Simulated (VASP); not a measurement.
# LiSi2B3 (P-6m2) in VASP: notebook

Runs on LiSi2B3. Level: PBE. Tasks: single point.

All numbers are computed with VASP 6.6.1; they aren't measurements. Logs are shortened: lines on timing, memory, paths and dates and some standing lists are left out, and cuts for length are marked.

## 1. The cell of the first run

It takes space group P-6m2 (No. 187, hexagonal). Conventional cell: a = 4.059 Å, b = 4.059 Å, c = 4.871 Å, α = 90.00°, β = 90.00°, γ = 120.00°. Li (site symmetry -6m2) has 6 B at 2.40 Å and 6 Si at 2.88 Å within 3.2 Å. Within 1.6 Å of Si (site symmetry 3m) lie 1 B at 1.17 Å and 1 Si at 1.51 Å. B (site symmetry 3m) has 1 B at 1.02 Å and 1 Si at 1.17 Å within 1.4 Å. B (site symmetry -6m2) has 6 Si at 2.46 Å and 6 B at 3.03 Å and 6 Li at 3.38 Å within 3.4 Å.

The cell was generated, and may not be a known phase.

## 2. Single point, PBE

INCAR reads:

```
PREC     = Accurate       # precision mode
ENCUT    = 750            # plane-wave cutoff, eV
EDIFF    = 1E-6           # SCF threshold, eV
ISMEAR   = 0              # smearing method
SIGMA    = 0.1            # smearing width, eV
LREAL    = F              # projectors in reciprocal space
LASPH    = T              # aspherical terms in the spheres
NELM     = 120            # most SCF steps
ALGO     = Normal         # electronic algorithm
ISIF     = 2              # what is computed and relaxed
LWAVE    = F              # write WAVECAR
LCHARG   = T              # write CHGCAR
GGA      = PE             # functional
LELF     = T              # ELF
LVHAR    = T            
NBANDS   = 19             # bands
GGA_COMPAT= F
```

KPOINTS reads:

```
Automatic mesh
0
Gamma
  6 6 4
```

POSCAR reads:

```
LiSi2B3
1.0
    4.0590885300      0.0000000000      0.0000000000
   -2.0295442600      3.5152737800      0.0000000000
    0.0000000000      0.0000000000      4.8705021900
Li Si B
1 2 3
Direct
    0.0000000000      0.0000000000      0.5000000000
    0.3333333300      0.6666666700      0.8448491600
    0.3333333300      0.6666666700      0.1551508400
    0.3333333300      0.6666666700      0.3948193000
    0.3333333300      0.6666666700      0.6051807000
    0.6666666700      0.3333333300      0.0000000000
```

Potentials or basis: VASP PAW PBE potentials, release 64 (Li_sv, Si, B).

Command:

```bash
$ cat potpaw_PBE.64/Li_sv/POTCAR potpaw_PBE.64/Si/POTCAR potpaw_PBE.64/B/POTCAR > POTCAR
$ mpirun -np 1 vasp_std > vasp.out
```

OUTCAR:

```text
PREC = Accurate
   ENCUT = 750
   EDIFF = 1E-6
   ISMEAR = 0
   LREAL = F
   LASPH = T
   NELM = 120
   ISIF = 2
   GGA = PE

 ion  position               nearest neighbor table
   1  0.000  0.000  0.500-
   2  0.333  0.667  0.845-   5 1.17   3 1.51   4 2.19   6 2.46   6 2.46   6 2.46
   3  0.333  0.667  0.155-   4 1.17   2 1.51   5 2.19   6 2.46   6 2.46   6 2.46
   4  0.333  0.667  0.395-   5 1.02   3 1.17   2 2.19
   5  0.333  0.667  0.605-   4 1.02   2 1.17   3 2.19
   6  0.667  0.333  0.000-   2 2.46   3 2.46   2 2.46   3 2.46   2 2.46   3 2.46

 -----------------------------------------------------------------------------
|                                                                             |
|           W    W    AA    RRRRR   N    N  II  N    N   GGGG   !!!           |
|           W    W   A  A   R    R  NN   N  II  NN   N  G    G  !!!           |
|           W    W  A    A  R    R  N N  N  II  N N  N  G       !!!           |
|           W WW W  AAAAAA  RRRRR   N  N N  II  N  N N  G  GGG   !            |
|           WW  WW  A    A  R   R   N   NN  II  N   NN  G    G                |
|           W    W  A    A  R    R  N    N  II  N    N   GGGG   !!!           |
|                                                                             |
|     The distance between some ions is very small. Please check the          |
|     nearest-neighbor list in the OUTCAR file.                               |
|     I HOPE YOU KNOW WHAT YOU ARE DOING!                                     |
|                                                                             |
 -----------------------------------------------------------------------------

  LATTYP: Found a hexagonal cell.
 ALAT       =     4.0590885300
 C/A-ratio  =     1.1999004589

  Lattice vectors:

 A1 = (   4.0590885300,   0.0000000000,   0.0000000000)
 A2 = (  -2.0295442600,   3.5152737800,   0.0000000000)
 A3 = (   0.0000000000,   0.0000000000,   4.8705021900)

Analysis of symmetry for initial positions (statically):
=====================================================================
 Subroutine PRICEL returns:
 Original cell was already a primitive cell.

 Routine SETGRP: Setting up the symmetry group for a
 hexagonal supercell.

 Subroutine GETGRP returns: Found 12 space group operations
 (whereof 12 operations were pure point group operations)
 out of a pool of 24 trial point group operations.

The static configuration has the point symmetry D_3h.

Analysis of symmetry for dynamics (positions and initial velocities):
=====================================================================
 Subroutine PRICEL returns:
 Original cell was already a primitive cell.

 Routine SETGRP: Setting up the symmetry group for a
 hexagonal supercell.

 Subroutine GETGRP returns: Found 12 space group operations
 (whereof 12 operations were pure point group operations)
 out of a pool of 24 trial point group operations.

The dynamic configuration has the point symmetry D_3h.

 Subroutine INISYM returns: Found 12 space group operations
 (whereof 12 operations are pure point group operations),
 and found     1 'primitive' translations

----------------------------------------------------------------------------------------

                                     Primitive cell

  volume of cell :      69.4963

  direct lattice vectors                    reciprocal lattice vectors
     4.059088530  0.000000000  0.000000000     0.246360727  0.142236432  0.000000000
    -2.029544260  3.515273780  0.000000000     0.000000000  0.284472864  0.000000000
     0.000000000  0.000000000  4.870502190     0.000000000  0.000000000  0.205317637

  length of vectors
     4.059088530  4.059088525  4.870502190     0.284472864  0.284472864  0.205317637

  position of ions in fractional coordinates (direct lattice)
     0.000000000  0.000000000  0.500000000
     0.333333330  0.666666670  0.844849160
     0.333333330  0.666666670  0.155150840
     0.333333330  0.666666670  0.394819300
     0.333333330  0.666666670  0.605180700
     0.666666670  0.333333330  0.000000000

  ion indices of the primitive-cell ions
   primitive index   ion index
                 1           1
                 2           2
                 3           3
                 4           4
                 5           5
                 6           6

----------------------------------------------------------------------------------------

 KPOINTS: Automatic mesh

Automatic generation of k-mesh.
 Grid dimensions read from file:
 generate k-points for:    6    6    4

 Generating k-lattice:

  Cartesian coordinates                     Fractional coordinates (reciprocal lattice)
     0.041060121  0.023706072  0.000000000     0.166666667  0.000000000  0.000000000
     0.000000000  0.047412144  0.000000000     0.000000000  0.166666667  0.000000000
     0.000000000  0.000000000  0.051329409     0.000000000  0.000000000  0.250000000

  Length of vectors
     0.047412144  0.047412144  0.051329409

  Shift w.r.t. Gamma in fractional coordinates (k-lattice)
     0.000000000  0.000000000  0.000000000

 Subroutine IBZKPT returns following result:
 ===========================================

 Found     21 irreducible k-points:

 Following reciprocal coordinates:
            Coordinates               Weight
  0.000000  0.000000  0.000000      1.000000
  0.166667 -0.000000  0.000000      6.000000
  0.333333 -0.000000  0.000000      6.000000
  0.500000 -0.000000  0.000000      3.000000
  0.166667  0.166667  0.000000      6.000000
  0.333333  0.166667  0.000000     12.000000
[... 13 lines left out ...]
  0.333333  0.166667  0.500000     12.000000
  0.333333  0.333333  0.500000      2.000000
   k-points           NKPTS =     21   k-points in BZ     NKDIM =     21   number of bands    NBANDS=     19
   number of dos      NEDOS =    301   number of ions     NIONS =      6
   total plane-waves  NPLWV =  62208
   dimension x,y,z NGX =    36 NGY =   36 NGZ =   48
   dimension x,y,z NGXF=    72 NGYF=   72 NGZF=   96
   ions per type =               1   2   3
   NGX,Y,Z   is equivalent  to a cutoff of  14.74, 14.74, 16.38 a.u.
   NGXF,Y,Z  is equivalent  to a cutoff of  29.49, 29.49, 32.77 a.u.
 SYSTEM =  unknown system
   PREC   = accura    normal or accurate (medium, high low for compatibility)
   ISTART =      0    job   : 0-new  1-cont  2-samecut
   ICHARG =      2    charge: 1-file 2-atom 10-const
   ISPIN  =      1    spin polarized calculation?
   LNONCOLLINEAR =      F non collinear calculations
   LSORBIT =      F    spin-orbit coupling
   LASPH  =      T    aspherical Exc in radial PAW
   ENCUT  =  750.0 eV  55.12 Ry    7.42 a.u.   9.06  9.06 10.88*2*pi/ulx,y,z
   NELM   =    120;   NELMIN=  2; NELMDL= -5     # of ELM steps
   EDIFF  = 0.1E-05   stopping-criterion for ELM
   LREAL  =      F    real-space projection
   EDIFFG = 0.1E-04   stopping-criterion for IOM
   NSW    =      0    number of steps for IOM
   IBRION =     -1    ionic relax: 0-MD 1-quasi-New 2-CG
   NFREE  =      0    steps in history (QN), initial steepest desc. (CG)
   ISIF   =      2    stress and relaxation
   ISYM   =      2    0-nonsym 1-usesym 2-fastsym
   POTIM  = 0.5000    time-step for ionic-motion
   TEBEG  =    0.0;   TEEND  =   0.0 temperature during run
   PSTRESS=    0.0 pullay stress
   NELECT =      20.0000    total number of electrons
   NUPDOWN=      -1.0000    fix difference up-down
   EMIN   =  10.00;   EMAX   =-10.00  energy-range for DOS
   EFERMI =   0.00;   METHOD = LEGACY
   ISMEAR =     0;   SIGMA  =   0.10  broadening in eV -4-tet -1-fermi 0-gaus
   EFERMI_NEDOS =   21; number of points for ismear=-14 and -15
   IALGO  =     38    algorithm
   IMIX   =      4    mixing-type and parameters
     AMIX     =   0.40;   BMIX     =  1.00
     AMIX_MAG =   1.60;   BMIX_MAG =  1.00
  volume/ion in A,a.u.               =      11.58        78.16
  Fermi-wavevector in a.u.,A,eV,Ry     =   1.080847  2.042505 15.894747  1.168231
  Thomas-Fermi vector in A             =   2.216849
   LORBIT       =      0    0 simple, 1 ext, 2 COOP (PROOUT), +10 PAW based schemes
   GGA     = PE    functional components
   LHFCALC =     F    Hartree Fock is set to
   AEXX    =    0.0000 exact exchange contribution
   IVDW    =     0    specifies the selected vdW correction
   LEPSILON=     F    determine dielectric tensor
   LRPA    =     F    only Hartree local field effects (RPA)
 non-spin polarized calculation
 Gauss-broadening in eV      SIGMA  =   0.10
  energy-cutoff  :      750.00
  volume of cell :       69.50
 maximum number of plane-waves:      3257
   NGX = 19   NGY = 19   NGZ = 21

 number of electron      20.0000001 magnetization

 Free energy of the ion-electron system (eV)
  ---------------------------------------------------
  ext. energy  EPLUGINS =         0.00000000
  ---------------------------------------------------
  free energy    TOTEN  =        21.53946930 eV

  energy without entropy =       21.54684166  energy(sigma->0) =       21.54315548

 E-fermi :   4.9570     XC(G=0):  -9.6069

 val. band max:        4.9256016921   @ k =   0.1667  -0.0000   0.0000
 cond. band min:       5.0528106189   @ k =   0.3333   0.1667   0.5000
 fundamental gap:      0.1272089269
 Fermi energy:         4.9569621133

 k-point     1 :       0.0000    0.0000    0.0000
  band No.  band energies     occupation
      1     -40.9130      2.00000
      2      -8.0652      2.00000
      3      -2.2973      2.00000
      4      -2.1317      2.00000
      5       0.1305      2.00000
      6       0.1305      2.00000
[... 11 lines left out ...]
     18      13.2020      0.00000
     19      13.2243      0.00000

 k-point     2 :       0.1667   -0.0000    0.0000
  band No.  band energies     occupation
      1     -40.9129      2.00000
      2      -7.8772      2.00000
      3      -2.1319      2.00000
      4      -2.0629      2.00000
      5      -0.9493      2.00000
      6      -0.0947      2.00000
[... 410 lines left out ...]
 k-point    21 :       0.3333    0.3333    0.5000
  band No.  band energies     occupation
      1     -40.9126      2.00000
      2      -6.5305      2.00000
      3      -3.9882      2.00000
      4      -2.7207      2.00000
      5      -0.7417      2.00000
      6      -0.3256      2.00000
[... 11 lines left out ...]
     18      13.4878      0.00000
     19      13.6607      0.00000

------------------------ aborting loop because EDIFF is reached ----------------------------------------

  FORCE on cell =-STRESS in cart. coord.  units (eV):
  Direction    XX          YY          ZZ          XY          YZ          ZX
  --------------------------------------------------------------------------------------
  -------------------------------------------------------------------------------------
  Total       -5.0142151     -5.0142151    282.8750464     -0.0000000      0.0000000      0.0000000
  in kB     -115.5984795   -115.5984792   6521.4444493     -0.0000002      0.0000000      0.0000000
  external PRESSURE =    2096.7491635 kB  Pullay stress =       0.0000000 kB

 VOLUME and BASIS-vectors are now :
 -----------------------------------------------------------------------------
  energy-cutoff  :      750.00
  volume of cell :       69.50
      direct lattice vectors                 reciprocal lattice vectors
     4.059088530  0.000000000  0.000000000     0.246360727  0.142236432  0.000000000
    -2.029544260  3.515273780  0.000000000     0.000000000  0.284472864  0.000000000
     0.000000000  0.000000000  4.870502190     0.000000000  0.000000000  0.205317637

 POSITION                                       TOTAL-FORCE (eV/Angst)
 -----------------------------------------------------------------------------------
      0.00000      0.00000      2.43525        -0.000000      0.000000      0.000000
     -0.00000      2.34352      4.11484        -0.000000     -0.000000     24.020105
     -0.00000      2.34352      0.75566        -0.000000     -0.000000    -24.020105
     -0.00000      2.34352      1.92297         0.000000     -0.000000     18.369204
     -0.00000      2.34352      2.94753         0.000000     -0.000000    -18.369204
      2.02954      1.17176      0.00000        -0.000000      0.000000      0.000000
 -----------------------------------------------------------------------------------
    total drift:                                0.000022     -0.000012     -0.000000

  FREE ENERGIE OF THE ION-ELECTRON SYSTEM (eV)
  ---------------------------------------------------
  free  energy   TOTEN  =        21.5394693037 eV

  energy  without entropy=       21.5468416645  energy(sigma->0) =       21.54315548
```

It took 70 s on 1 thread of Oxide Virtual Turin-like, shared host; peak memory 0.21 GiB.

Results:

```
Free energy            : 21.5395 eV
Pressure               : 209.7 GPa
Largest force          : 24.020 eV/Å
Band gap on the k mesh : zero (bands 10 and 11 overlap by 1.72 eV)
```

Forces in eV/Å, atoms in the order of the input:
```
Li    0.000   0.000   0.000
Si    0.000   0.000  24.020
Si    0.000   0.000 -24.020
B     0.000   0.000  18.369
B     0.000   0.000 -18.369
B     0.000   0.000   0.000
```

Levels at points of the mesh, in eV from the Fermi level:
```
           k point  band 6  band 7  band 8  band 9  band 10  band 11  band 12  band 13  band 14  band 15
(0.00, 0.00, 0.00)   -4.83   -2.78   -1.22   -1.22    -0.29     1.46     1.46     1.61     1.78     1.78
(0.50, 0.00, 0.00)   -5.59   -3.34   -1.97   -1.52    -0.87    -0.17     0.95     3.09     5.16     5.74
(0.00, 0.00, 0.50)   -3.39   -3.39   -3.22   -2.78    -2.04     1.13     1.13     1.31     5.59     5.59
(0.50, 0.00, 0.50)   -4.41   -4.21   -2.48   -2.41    -1.18     1.18     3.47     3.97     5.63     5.74
```

Caveat: atoms lie so close that the PAW spheres overlap strongly, which falsifies energies and pressures; the stress differs along the axes, from -12 to 652 GPa; forces of over 1 eV/Å act on the atoms, so gaps and moduli don't describe the material at rest.

## 3. Single point, PBE

This run uses another cell than the first one, of 12.50 Å³/atom.

INCAR reads:

```
PREC = Accurate
ENCUT = 750
EDIFF = 1E-6
ISMEAR = 0
SIGMA = 0.1
LREAL = False
LASPH = True
NELM = 120
ALGO = Normal
ISIF = 2
LWAVE = False
LCHARG = True
GGA = PE
LELF = True
LVHAR = True
NBANDS = 19
GGA_COMPAT = False
```

KPOINTS reads:

```
regular mesh
0
Gamma
  6 6 4
```

POSCAR reads:

```
LiSi2B3
1.0
    3.3833536382     -0.0000000024      0.0000000000
   -1.6916768170      2.9300702019      0.0000000000
    0.0000000000      0.0000000000      7.5666727068
Li Si B
1 2 3
Direct
    0.0000000000      0.0000000000      0.5000000000
    0.3333333333      0.6666666667      0.8506852951
    0.3333333333      0.6666666667      0.1493147049
    0.3333333333      0.6666666667      0.4011418591
    0.3333333333      0.6666666667      0.5988581409
    0.6666666667      0.3333333333      0.0000000000
```

Potentials or basis: VASP PAW PBE potentials, release 64 (Li_sv, Si, B).

Command:

```bash
$ cat potpaw_PBE.64/Li_sv/POTCAR potpaw_PBE.64/Si/POTCAR potpaw_PBE.64/B/POTCAR > POTCAR
$ mpirun -np 1 vasp_std > vasp.out
```

Wall time 78 s (1 thread of Oxide Virtual Turin-like, shared host); peak memory 0.21 GiB.

Results (log left out):

* Free energy: -28.7794 eV
* Pressure: -0.1 GPa
* Largest force: 0.013 eV/Å
* Band gap on the k mesh: zero (bands 10 and 11 overlap by 2.40 eV)

Forces on the atoms (eV/Å):
```
Li   0.000  0.000  0.000
Si   0.000  0.000  0.013
Si   0.000  0.000 -0.013
B    0.000  0.000 -0.011
B    0.000  0.000  0.011
B    0.000  0.000  0.000
```

Stress tensor (GPa, compression positive):
```
-0.04  0.00  0.00
 0.00 -0.04  0.00
 0.00  0.00 -0.20
```

Levels at points of the mesh, in eV from the Fermi level:
| k point | band 6 | band 7 | band 8 | band 9 | band 10 | band 11 | band 12 | band 13 | band 14 | band 15 |
| --- | --- | --- | --- | --- | --- | --- | --- | --- | --- | --- |
| (0.00, 0.00, 0.00) | -3.18 | -0.77 | -0.77 | 0.84 | 0.84 | 2.40 | 3.65 | 3.65 | 4.19 | 4.19 |
| (0.50, 0.00, 0.00) | -3.96 | -3.86 | -3.02 | -2.81 | -0.35 | -0.03 | 1.24 | 1.95 | 1.99 | 4.70 |
| (0.00, 0.00, 0.50) | -1.63 | -0.69 | -0.69 | 0.61 | 0.61 | 2.31 | 3.50 | 3.50 | 4.14 | 5.76 |
| (0.50, 0.00, 0.50) | -5.48 | -4.47 | -2.75 | -1.58 | -0.73 | -0.49 | 1.13 | 1.63 | 3.89 | 3.91 |

The gap in the log of VASP goes by the Fermi energy; the results here count the filled bands.